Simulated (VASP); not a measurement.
# Fe (Fm-3m) in VASP: single point with PBE

Aim: the single point of Fe with PBE.

Everything below comes from runs of VASP 6.6.1. Logs are shortened: lines on timing, memory, paths and dates and some standing lists are left out, and cuts for length are marked.

## 1. The cell of the first run

Symmetry: Fm-3m, No. 225, cubic system. Conventional cell: a = 3.640 Å, b = 3.640 Å, c = 3.640 Å, α = 90.00°, β = 90.00°, γ = 90.00°. Fe (site symmetry m-3m) has 12 Fe at 2.57 Å within 3.4 Å.

This isn't the form of Fe at room conditions, which is bcc.

## 2. Single point, PBE, collinear spin, antiferromagnetic start

INCAR reads:

```
PREC     = Accurate       # precision mode
ENCUT    = 520            # plane-wave cutoff, eV
EDIFF    = 1E-6           # SCF threshold, eV
ISMEAR   = 0              # smearing method
SIGMA    = 0.05           # smearing width, eV
LREAL    = False          # projectors in reciprocal space
LASPH    = True           # aspherical terms in the spheres
NELM     = 150            # most SCF steps
ALGO     = Fast           # electronic algorithm
ISIF     = 2              # what is computed and relaxed
LWAVE    = False          # write WAVECAR
LCHARG   = True           # write CHGCAR
ISPIN    = 2              # spin polarisation
MAGMOM   = 2.5 -2.5       # initial moments
LORBIT   = 11             # projections on sites
LMAXMIX  = 4              # l up to which the mixer works
GGA      = PE             # functional
LELF     = True           # ELF
LVHAR    = True         
NBANDS   = 19             # bands
```

KPOINTS reads:

```
regular mesh
0
Gamma
  20 20 10
```

POSCAR reads:

```
Fe
1.0
    0.0000000000      1.8202118813      1.8202118813
    1.8202118813      0.0000000000      1.8202118813
    3.6404237626      3.6404237626      0.0000000000
Fe
2
Direct
    0.0000000000      0.0000000000      0.0000000000
    0.0000000000      0.0000000000      0.5000000000
```

Potentials or basis: VASP PAW PBE potentials, release 64 (Fe).

Launch:

```sh
$ cat potpaw_PBE.64/Fe/POTCAR > POTCAR
$ mpirun -np 1 vasp_std > vasp.out
```

OUTCAR:

```text
PREC = Accurate
   ENCUT = 520
   EDIFF = 1E-6
   ISMEAR = 0
   LREAL = False
   LASPH = True
   NELM = 150
   ISIF = 2
   ISPIN = 2
   LORBIT = 11
   GGA = PE

 ion  position               nearest neighbor table
   1  0.000  0.000  0.000-   2 2.57   2 2.57   2 2.57   2 2.57   2 2.57   2 2.57
   2  0.000  0.000  0.500-   1 2.57   1 2.57   1 2.57   1 2.57   1 2.57   1 2.57

  LATTYP: Found a trigonal (rhomboedric) cell.
 ALAT       =     4.4585903329
 COS(alpha) =     0.8333333333

  Lattice vectors:

 A1 = (   3.6404237626,   1.8202118813,  -1.8202118813)
 A2 = (   1.8202118813,   1.8202118813,  -3.6404237626)
 A3 = (   1.8202118813,   3.6404237626,  -1.8202118813)

Analysis of symmetry for initial positions (statically):
=====================================================================
 Subroutine PRICEL returns following result:

  LATTYP: Found a face centered cubic cell.
 ALAT       =     3.6404237626

  Lattice vectors:

 A1 = (   0.0000000000,   1.8202118813,   1.8202118813)
 A2 = (   1.8202118813,   0.0000000000,   1.8202118813)
 A3 = (   1.8202118813,   1.8202118813,   0.0000000000)

   2 primitive cells build up your supercell.

 Routine SETGRP: Setting up the symmetry group for a
 trigonal (rhombohedral) supercell.

 Subroutine GETGRP returns: Found 12 space group operations
 (whereof 12 operations were pure point group operations)
 out of a pool of 12 trial point group operations.

The static configuration has the point symmetry D_3d.

Analysis of symmetry for dynamics (positions and initial velocities):
=====================================================================
 Subroutine PRICEL returns following result:

  LATTYP: Found a face centered cubic cell.
 ALAT       =     3.6404237626

  Lattice vectors:

 A1 = (   0.0000000000,   1.8202118813,   1.8202118813)
 A2 = (   1.8202118813,   0.0000000000,   1.8202118813)
 A3 = (   1.8202118813,   1.8202118813,   0.0000000000)

   2 primitive cells build up your supercell.

 Routine SETGRP: Setting up the symmetry group for a
 trigonal (rhombohedral) supercell.

 Subroutine GETGRP returns: Found 12 space group operations
 (whereof 12 operations were pure point group operations)
 out of a pool of 12 trial point group operations.

The dynamic configuration has the point symmetry D_3d.

Analysis of structural, dynamic, and magnetic symmetry:
=====================================================================
 Subroutine PRICEL returns following result:

  LATTYP: Found a face centered cubic cell.
 ALAT       =     3.6404237626

  Lattice vectors:

 A1 = (   0.0000000000,   1.8202118813,   1.8202118813)
 A2 = (   1.8202118813,   0.0000000000,   1.8202118813)
 A3 = (   1.8202118813,   1.8202118813,   0.0000000000)

   2 primitive cells build up your supercell.

 Routine SETGRP: Setting up the symmetry group for a
 trigonal (rhombohedral) supercell.

 Subroutine GETGRP returns: Found 12 space group operations
 (whereof 12 operations were pure point group operations)
 out of a pool of 12 trial point group operations.

The overall configuration has the point symmetry D_3d.

 Subroutine INISYM returns: Found 12 space group operations
 (whereof 12 operations are pure point group operations),
 and found     2 'primitive' translations

----------------------------------------------------------------------------------------

                                     Primitive cell

  volume of cell :      12.0613

  direct lattice vectors                    reciprocal lattice vectors
     0.000000000  1.820211881  1.820211881    -0.274693295  0.274693295  0.274693295
     1.820211881  0.000000000  1.820211881     0.274693295 -0.274693295  0.274693295
     1.820211881  1.820211881  0.000000000     0.274693295  0.274693295 -0.274693295

  length of vectors
     2.574168329  2.574168329  2.574168329     0.475782744  0.475782744  0.475782744

  position of ions in fractional coordinates (direct lattice)
     0.000000000  0.000000000  0.000000000

  ion indices of the primitive-cell ions
   primitive index   ion index
                 1           1

----------------------------------------------------------------------------------------

 KPOINTS: regular mesh

Automatic generation of k-mesh.
 Grid dimensions read from file:
 generate k-points for:   20   20   10

 Generating k-lattice:

  Cartesian coordinates                     Fractional coordinates (reciprocal lattice)
    -0.013734665  0.013734665  0.013734665     0.050000000  0.000000000  0.000000000
     0.013734665 -0.013734665  0.013734665     0.000000000  0.050000000  0.000000000
     0.013734665  0.013734665 -0.013734665     0.000000000  0.000000000  0.100000000

  Length of vectors
     0.023789137  0.023789137  0.023789137

  Shift w.r.t. Gamma in fractional coordinates (k-lattice)
     0.000000000  0.000000000  0.000000000

 -----------------------------------------------------------------------------
|                                                                             |
|           W    W    AA    RRRRR   N    N  II  N    N   GGGG   !!!           |
|           W    W   A  A   R    R  NN   N  II  NN   N  G    G  !!!           |
|           W    W  A    A  R    R  N N  N  II  N N  N  G       !!!           |
|           W WW W  AAAAAA  RRRRR   N  N N  II  N  N N  G  GGG   !            |
|           WW  WW  A    A  R   R   N   NN  II  N   NN  G    G                |
|           W    W  A    A  R    R  N    N  II  N    N   GGGG   !!!           |
|                                                                             |
|     Your reciprocal lattice and k-lattice belong to different lattice       |
|     classes:                                                                |
|                                                                             |
|        The reciprocal lattice is rhombohedral (trigonal),                   |
|        whereas your k-lattice is body-centered cubic.                       |
|                                                                             |
|     Results are often still useful ...                                      |
|                                                                             |
 -----------------------------------------------------------------------------

 Subroutine IBZKPT returns following result:
 ===========================================

 Found    396 irreducible k-points:

 Following reciprocal coordinates:
            Coordinates               Weight
  0.000000  0.000000  0.000000      1.000000
  0.050000  0.000000  0.000000      6.000000
  0.100000  0.000000  0.000000      6.000000
  0.150000  0.000000  0.000000      6.000000
  0.200000  0.000000  0.000000      6.000000
  0.250000  0.000000  0.000000      6.000000
[... 16 lines left out ...]
 -0.400000  0.050000  0.000000     12.000000
 -0.350000  0.050000  0.000000     12.000000
 [... further k-points ...]
   k-points           NKPTS =    396   k-points in BZ     NKDIM =    396   number of bands    NBANDS=     19
   number of dos      NEDOS =    301   number of ions     NIONS =      2
   total plane-waves  NPLWV =  16000
   dimension x,y,z NGX =    20 NGY =   20 NGZ =   40
   dimension x,y,z NGXF=    40 NGYF=   40 NGZF=   80
   ions per type =               2
   NGX,Y,Z   is equivalent  to a cutoff of  12.92, 12.92, 12.92 a.u.
   NGXF,Y,Z  is equivalent  to a cutoff of  25.83, 25.83, 25.83 a.u.
 SYSTEM =  unknown system
   PREC   = accura    normal or accurate (medium, high low for compatibility)
   ISTART =      0    job   : 0-new  1-cont  2-samecut
   ICHARG =      2    charge: 1-file 2-atom 10-const
   ISPIN  =      2    spin polarized calculation?
   LNONCOLLINEAR =      F non collinear calculations
   LSORBIT =      F    spin-orbit coupling
   LASPH  =      T    aspherical Exc in radial PAW
   ENCUT  =  520.0 eV  38.22 Ry    6.18 a.u.   4.79  4.79  9.57*2*pi/ulx,y,z
   NELM   =    150;   NELMIN=  2; NELMDL= -5     # of ELM steps
   EDIFF  = 0.1E-05   stopping-criterion for ELM
   LREAL  =      F    real-space projection
   EDIFFG = 0.1E-04   stopping-criterion for IOM
   NSW    =      0    number of steps for IOM
   IBRION =     -1    ionic relax: 0-MD 1-quasi-New 2-CG
   NFREE  =      0    steps in history (QN), initial steepest desc. (CG)
   ISIF   =      2    stress and relaxation
   ISYM   =      2    0-nonsym 1-usesym 2-fastsym
   POTIM  = 0.5000    time-step for ionic-motion
   TEBEG  =    0.0;   TEEND  =   0.0 temperature during run
   PSTRESS=    0.0 pullay stress
   NELECT =      16.0000    total number of electrons
   NUPDOWN=      -1.0000    fix difference up-down
   EMIN   =  10.00;   EMAX   =-10.00  energy-range for DOS
   EFERMI =   0.00;   METHOD = LEGACY
   ISMEAR =     0;   SIGMA  =   0.05  broadening in eV -4-tet -1-fermi 0-gaus
   EFERMI_NEDOS =   21; number of points for ismear=-14 and -15
   IALGO  =     68    algorithm
   IMIX   =      4    mixing-type and parameters
     AMIX     =   0.40;   BMIX     =  1.00
     AMIX_MAG =   1.60;   BMIX_MAG =  1.00
  volume/ion in A,a.u.               =      12.06        81.39
  Fermi-wavevector in a.u.,A,eV,Ry     =   1.427709  2.697978 27.733457  2.038352
  Thomas-Fermi vector in A             =   2.547849
   LORBIT       =     11    0 simple, 1 ext, 2 COOP (PROOUT), +10 PAW based schemes
   GGA     = PE    functional components
   LHFCALC =     F    Hartree Fock is set to
   AEXX    =    0.0000 exact exchange contribution
   IVDW    =     0    specifies the selected vdW correction
   LEPSILON=     F    determine dielectric tensor
   LRPA    =     F    only Hartree local field effects (RPA)
 spin polarized calculation
 RMM-DIIS sequential band-by-band and
 Gauss-broadening in eV      SIGMA  =   0.05
  energy-cutoff  :      520.00
  volume of cell :       24.12
 maximum number of plane-waves:       666
   NGX =  9   NGY =  9   NGZ = 19

 number of electron      16.0000014 magnetization      -0.0000000

 number of electron      16.0000014 magnetization       0.0000000

 Free energy of the ion-electron system (eV)
  ---------------------------------------------------
  ext. energy  EPLUGINS =         0.00000000
  ---------------------------------------------------
  free energy    TOTEN  =       -15.99841920 eV

  energy without entropy =      -15.99369867  energy(sigma->0) =      -15.99605894

 E-fermi :   5.4654     XC(G=0): -12.7981

 val. band max:        5.4651835729   @ k =   0.5000   0.4000   0.3000
 cond. band min:       5.4659446496   @ k =  -0.0500  -0.2000   0.1000
 fundamental gap:      0.0007610767
 Fermi energy:         5.4654159512

 spin component 1

 k-point     1 :       0.0000    0.0000    0.0000
  band No.  band energies     occupation
      1      -2.7916      1.00000
      2       1.0460      1.00000
      3       3.2796      1.00000
      4       3.2796      1.00000
      5       3.8259      1.00000
      6       3.8259      1.00000
[... 11 lines left out ...]
     18      31.4331      0.00000
     19      31.4563      0.00000
[... 489 lines left out ...]
      3       2.0086      1.00000
      4       3.4767      1.00000
      5       3.7389      1.00000
      6       4.2806      1.00000
[... 11 lines left out ...]
     18      26.4384      0.00000
     19      28.2660      0.00000

 [... further k-points ...]

 spin component 2

 k-point     1 :       0.0000    0.0000    0.0000
  band No.  band energies     occupation
      1      -2.7916      1.00000
      2       1.0460      1.00000
      3       3.2796      1.00000
      4       3.2796      1.00000
      5       3.8259      1.00000
      6       3.8259      1.00000
[... 11 lines left out ...]
     18      31.4354      0.00000
     19      31.4449      0.00000
[... 489 lines left out ...]
      3       2.0086      1.00000
      4       3.4767      1.00000
      5       3.7389      1.00000
      6       4.2806      1.00000
[... 11 lines left out ...]
     18      26.4384      0.00000
     19      28.2662      0.00000

 [... further k-points ...]
[... 5 lines left out ...]
  --------------------------------------------------------------------------------------
  -------------------------------------------------------------------------------------
  Total       -2.1094846     -2.1094846     -2.1094846      0.4224464     -0.4224464     -0.4224464
  in kB     -140.1074110   -140.1074110   -140.1074110     28.0579769    -28.0579769    -28.0579769
  external PRESSURE =    -140.1074110 kB  Pullay stress =       0.0000000 kB

 VOLUME and BASIS-vectors are now :
 -----------------------------------------------------------------------------
  energy-cutoff  :      520.00
  volume of cell :       24.12
      direct lattice vectors                 reciprocal lattice vectors
     0.000000000  1.820211881  1.820211881    -0.274693295  0.274693295  0.274693295
     1.820211881  0.000000000  1.820211881     0.274693295 -0.274693295  0.274693295
     3.640423763  3.640423763  0.000000000     0.137346648  0.137346648 -0.137346648

 POSITION                                       TOTAL-FORCE (eV/Angst)
 -----------------------------------------------------------------------------------
      0.00000      0.00000      0.00000         0.000000      0.000000     -0.000000
      1.82021      1.82021      0.00000        -0.000000     -0.000000      0.000000
 -----------------------------------------------------------------------------------
    total drift:                               -0.000000     -0.000000     -0.000000

  FREE ENERGIE OF THE ION-ELECTRON SYSTEM (eV)
  ---------------------------------------------------
  free  energy   TOTEN  =       -15.9984192024 eV

  energy  without entropy=      -15.9936986677  energy(sigma->0) =      -15.99605894

 total charge

# of ion       s       p       d       tot
------------------------------------------
    1        0.470   0.499   6.175   7.144
    2        0.470   0.499   6.175   7.144
--------------------------------------------------
tot          0.940   0.998  12.350  14.288

 magnetization (x)

# of ion       s       p       d       tot
------------------------------------------
    1        0.007   0.021   2.014   2.042
    2       -0.007  -0.021  -2.014  -2.042
--------------------------------------------------
tot          0.000   0.000   0.000   0.000
```

Wall time 8.6 min (1 thread of Oxide Virtual Turin-like, shared host); peak memory 0.32 GiB.

Results:

```yaml
Free_energy: -15.9984 eV
Pressure: -14.0 GPa
Band_gap_on_the_k_mesh: zero (filled and empty bands overlap)
Net_moment: 0.00 μB per cell
Site_moments: Fe +2.04, -2.04 μB
Valence_electrons_inside_the_program's_atomic_spheres: Fe 7.14
```

Levels at points of the mesh, in eV from the Fermi level:
Spin up:
| k point | band 4 | band 5 | band 6 | band 7 | band 8 | band 9 | band 10 | band 11 | band 12 | band 13 |
| --- | --- | --- | --- | --- | --- | --- | --- | --- | --- | --- |
| (0.00, 0.00, 0.00) | -2.19 | -1.64 | -1.64 | -1.48 | -0.14 | 0.05 | 0.05 | 1.25 | 1.25 | 6.63 |
| (0.50, 0.00, 0.00) | -2.05 | -1.38 | -0.29 | -0.09 | 0.40 | 1.10 | 1.12 | 1.85 | 2.55 | 6.66 |
| (0.00, 0.00, 0.50) | -2.10 | -2.10 | -1.33 | -1.33 | -1.31 | -0.22 | -0.22 | 1.00 | 1.00 | 14.10 |
| (0.50, 0.00, 0.50) | -2.32 | -2.10 | -1.71 | -0.91 | -0.28 | 0.52 | 1.84 | 2.58 | 3.55 | 8.52 |
Spin down:
```csv
k point,band 4,band 5,band 6,band 7,band 8,band 9,band 10,band 11,band 12,band 13
"(0.00, 0.00, 0.00)",-2.19,-1.64,-1.64,-1.48,-0.14,0.05,0.05,1.25,1.25,6.63
"(0.50, 0.00, 0.00)",-2.05,-1.38,-0.29,-0.09,0.40,1.10,1.12,1.85,2.55,6.66
"(0.00, 0.00, 0.50)",-2.10,-2.10,-1.33,-1.33,-1.31,-0.22,-0.22,1.00,1.00,14.10
"(0.50, 0.00, 0.50)",-2.32,-2.10,-1.71,-0.91,-0.28,0.52,1.84,2.58,3.55,8.52
```

Caveat: the cell stands under tension; the antiferromagnetic order is the one typed at the start, and another may lie lower.
